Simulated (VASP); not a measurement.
Set up this calculation in VASP 6.6.1, as the native input.

- Task: single point
- Functional: r2SCAN
- Potentials or basis: VASP PAW PBE potentials, release 64 (Ca_sv, Se)
- Cutoff: 520 eV
- k mesh: 2 × 2 × 2
- Occupations: fermi-dirac, width 0.02 eV
- Spin: no spin polarisation
- Dipole correction: no
- Further INCAR settings: LREAL = Auto; ALGO = Normal; EDIFF = 1e-06; NBANDS = 78

The system is CaSe.

```
Ca Se
1.0
     0.00000    5.93506    5.93506
     5.93506    0.00000    5.93506
     5.93506    5.93506    0.00000
Ca Se
8 8
Direct
  0.00423 0.99565 0.99615
  0.99618 0.00227 0.49895
  0.00956 0.49196 0.00368
  0.99438 0.49617 0.50338
  0.51083 0.99442 0.99569
  0.49503 0.00396 0.50034
  0.50425 0.50641 0.99225
  0.49430 0.49554 0.50091
  0.24754 0.24959 0.25632
  0.24253 0.25567 0.74763
  0.25181 0.75156 0.24899
  0.25165 0.74899 0.74551
  0.74895 0.25957 0.24431
  0.74652 0.25013 0.75351
  0.75545 0.75113 0.24381
  0.76003 0.75035 0.75003
```

One way to write it, as run:

POSCAR

```
CaSe
1.0
    0.0000000000      5.9350612034      5.9350612034
    5.9350612034      0.0000000000      5.9350612034
    5.9350612034      5.9350612034      0.0000000000
Ca Se
8 8
Direct
    0.0042338232     -0.0043512609     -0.0038454532
   -0.0038221173      0.0022701535      0.4989492776
    0.0095569360      0.4919617338      0.0036791533
   -0.0056159488      0.4961702835      0.5033754325
    0.5108312107     -0.0055809871     -0.0043083802
    0.4950270771      0.0039566568      0.5003370476
    0.5042455162      0.5064102790     -0.0077520683
    0.4943028217      0.4955424046      0.5009115152
    0.2475397388      0.2495921186      0.2563189237
    0.2425275748      0.2556743643      0.7476328968
    0.2518066704      0.7515612472      0.2489943994
    0.2516482053      0.7489930344      0.7455054545
    0.7489472050      0.2595743240      0.2443096120
    0.7465164803      0.2501271595      0.7535100055
    0.7554487387      0.7511316812      0.2438091960
    0.7600291464      0.7503483700      0.7500267221
```

INCAR.step1

```
SYSTEM = CaSe
PREC = Accurate ; ENCUT = 520
ISMEAR = -1 ; SIGMA = 0.02
LREAL = Auto ; LASPH = .True.
NELM = 60 ; NBANDS = 78
GGA = PE ; ALGO = Normal
EDIFF = 1E-4 ; LWAVE = .True.
LCHARG = .False.
```

INCAR.step2

```
SYSTEM = CaSe
PREC = Accurate ; ENCUT = 520
EDIFF = 1E-6 ; ISMEAR = -1
SIGMA = 0.02 ; LREAL = Auto
LASPH = .True. ; NELM = 60
ALGO = Normal ; ISIF = 2
LWAVE = .False. ; LCHARG = .True.
METAGGA = R2SCAN ; LMIXTAU = .True.
LELF = .True. ; LVHAR = .True.
NBANDS = 78 ; ISTART = 1
```

KPOINTS

```
regular mesh
0
Gamma
  2 2 2
  0 0 0
```

Potentials or basis: VASP PAW PBE potentials, release 64 (Ca_sv, Se).

Command:

```console
$ cat potpaw_PBE.64/Ca_sv/POTCAR potpaw_PBE.64/Se/POTCAR > POTCAR
$ cp INCAR.step1 INCAR
$ mpirun -np 1 vasp_std > vasp.out
$ cp INCAR.step2 INCAR
$ mpirun -np 1 vasp_std > vasp.out
```

Results of the run:

The pressure is 0.4 GPa and the largest force is 0.383 eV/Å. The band gap on the k mesh is 2.51 eV.

Caveat: the k points lie up to 0.46 Å⁻¹ apart; the atoms stand as in a frame of molecular dynamics; the PAW data sets were made with another functional, which shifts forces and pressure a little.

Wall time 28 min on 1 thread of Oxide Virtual Turin-like Processor (shared host), peak memory 0.68 GiB.
